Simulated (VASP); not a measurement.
Input of a VASP 6.6.1 run:

Contents of INCAR:

```
SYSTEM = CdS
PREC = Accurate
ENCUT = 520
EDIFF = 1E-6
ISMEAR = -1
SIGMA = 0.02
LREAL = .FALSE.
LASPH = .TRUE.
NELM = 80
ALGO = Normal
ISIF = 2
LWAVE = .FALSE.
LCHARG = .FALSE.
GGA = PE
NBANDS = 16
```

Contents of KPOINTS:

```
Automatic mesh
0
G
  7 7 7
  0 0 0
```

POSCAR

```
CdS
1.0
    0.0882886040      2.9870977669      2.9870977669
    2.9870977669      0.0882886040      2.9870977669
    2.9870977669      2.9870977669      0.0882886040
Cd S
1 1
Direct
    0.0000000000      0.0000000000      0.0000000000
    0.7500000000      0.7500000000      0.7500000000
```

Potentials or basis: VASP PAW PBE potentials, release 64 (Cd, S).

Command:

```bash
$ cat potpaw_PBE.64/Cd/POTCAR potpaw_PBE.64/S/POTCAR > POTCAR
$ mpirun -np 1 vasp_std > vasp.out
```

Question: Predict the band gap on the k mesh.

Answer: 1.04 eV, direct.

Question: What does it give for the pressure?

Answer: 1.7 GPa.

Question: What does it give for the largest force?

Answer: 0.274 eV/Å.

Forces on the atoms (eV/Å):
```
Cd  -0.158 -0.158 -0.158
S    0.158  0.158  0.158
```

Caveat: the cell differs from its parent crystal (equal xy, yz and zx shear strains of +3 %).
